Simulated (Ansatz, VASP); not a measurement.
# Two plane-wave programs on BN

```
CELL_PARAMETERS angstrom
2.57687 0.00000 0.00000
-1.28844 2.23164 0.00000
0.00000 0.00000 4.26235
ATOMIC_POSITIONS crystal
B 0.66667 0.33333 0.00003
B 0.33333 0.66667 0.50003
N 0.66667 0.33333 0.37497
N 0.33333 0.66667 0.87497
```

Alike in both runs: functional r2SCAN; k mesh 12 × 12 × 8; occupations fermi-dirac, width 0.02 eV; no spin polarisation.

Ansatz relaxed the structure, and its values are those at the end. VASP's run is a single point on that final structure, the one shown.

```csv
,VASP,Ansatz
version,VASP 6.6.1,Ansatz 0.2.0
potentials or method,"VASP PAW PBE potentials, release 64 (B_h, N_h), cutoff 910 eV",PAW plane waves
valence electrons in the cell,16,16
```

Ansatz gave:

| Property | Result |
| --- | --- |
| gap on the k mesh at the Fermi level (eV) | 5.81 |

Task: Estimate VASP's values.

Result: gap on the k mesh at the Fermi level (eV): 5.80.

VASP's potentials were made for PBE, not for r2SCAN. The functional is the same, so the differences come from potentials, cutoffs and numerics. Ansatz's warnings: stress scf threshold loose.

Noted on VASP's run: the cutoff is short for stress, so the pressure is rough.
